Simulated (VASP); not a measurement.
A run of VASP 6.6.1 is set up as follows.

INCAR

```
  PREC = Accurate
  ENCUT = 520
  EDIFF = 1E-6
  ISMEAR = 0
  SIGMA = 0.1
  LREAL = F
  LASPH = T
  NELM = 80
  ALGO = Fast
  ISIF = 2
  LWAVE = F
  LCHARG = F
  GGA = PE
  NBANDS = 81
```

KPOINTS

```
Automatic mesh
0
Gamma
  18 18 2
```

The input POSCAR:

```
Mo2Ru3
1.0
    2.7605593958      0.0000000000      0.0000000000
   -1.3802796979      2.3907145654      0.0000000000
    0.0000000000      0.0000000000     22.0738844384
Mo Ru
4 6
Direct
    0.3333333333      0.6666666667      0.1971353560
    0.3333333333      0.6666666667      0.3990676079
    0.3333333333      0.6666666667      0.6009323921
    0.3333333333      0.6666666667      0.8028646440
    0.3333333333      0.6666666667      0.0000000000
    0.6666666667      0.3333333333      0.0969044950
    0.6666666667      0.3333333333      0.2984187951
    0.6666666667      0.3333333333      0.5000000000
    0.6666666667      0.3333333333      0.7015812049
    0.6666666667      0.3333333333      0.9030955050
```

Potentials or basis: VASP PAW PBE potentials, release 64 (Mo_sv, Ru_pv).

Launch:

```console
$ cat potpaw_PBE.64/Mo_sv/POTCAR potpaw_PBE.64/Ru_pv/POTCAR > POTCAR
$ mpirun -np 1 vasp_std > vasp.out
```

(1) Predict the largest force.

(2) Estimate the pressure.

(3) What does it give for the band gap on the k mesh?

## Answers

(1) 0.012 eV/Å.

(2) 0.2 GPa.

(3) zero (bands 70 and 71 overlap by 2.36 eV).
